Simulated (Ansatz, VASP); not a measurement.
# One calculation of Ge, two programs

File INCAR:

```
ALGO = Normal ; EDIFF = 1E-6
ENCUT = 520 ; GGA = PS
ISIF = 2 ; ISMEAR = 0
LASPH = T ; LCHARG = T
LELF = T ; LREAL = F
LVHAR = T ; LWAVE = F
NBANDS = 13 ; NELM = 100
PREC = Accurate ; SIGMA = 0.15
```

The input KPOINTS:

```
k-points
0
Gamma
  24 24 22
```

File POSCAR:

```
Ge
1.0
    1.4240837833     -2.5950862784      0.0000000000
    1.4240837833      2.5950862784      0.0000000000
    0.0000000000      0.0000000000      2.6823686988
Ge
1
Direct
    0.5000000000      0.5000000000      0.0000000000
```

Input for Ansatz:

```yaml
crystal:
  lattice:
    - [1.4240837833, -2.5950862784, 0.0]
    - [1.4240837833, 2.5950862784, 0.0]
    - [0.0, 0.0, 2.6823686988]
  atoms:
    - { symbol: Ge, position: [0.5, 0.5, 0.0] }
basis:
  ecutwfc: 420
kpoints:
  mp_grid: { grid: [24, 24, 22] }
hamiltonian:
  xc: pbesol
scf:
  occupations: { method: gaussian, width: 0.15 }
output:
  forces: true
  stress: true
  eigenvalues: true
```

Change from the starting cell: strain +0.030 along x and y, +0.015 along z, atoms carried along.

Alike in both runs: task single point; functional PBEsol; k mesh 24 × 24 × 22; occupations gaussian, width 0.15 eV; no spin polarisation.

|  | VASP | Ansatz |
| --- | --- | --- |
| version | VASP 6.6.1 | Ansatz 0.2.0 |
| potentials or method | VASP PAW PBE potentials, release 64 (Ge_d), cutoff 520 eV | scalar-relativistic, plane waves, PAW |
| valence electrons in the cell | 14 | 14 |

```csv
,VASP,Ansatz,Ansatz less VASP
gap on the k mesh at the Fermi level (eV),none,none,-
pressure (GPa),-4.9,-4.8,+0.13
"traceless stress, the component that is largest in VASP (GPa)",-1.55,-1.57,-0.023
```

VASP's potentials were made for PBE, not for PBEsol. A gap of «none» marks a metal or a gap that the smearing closes.
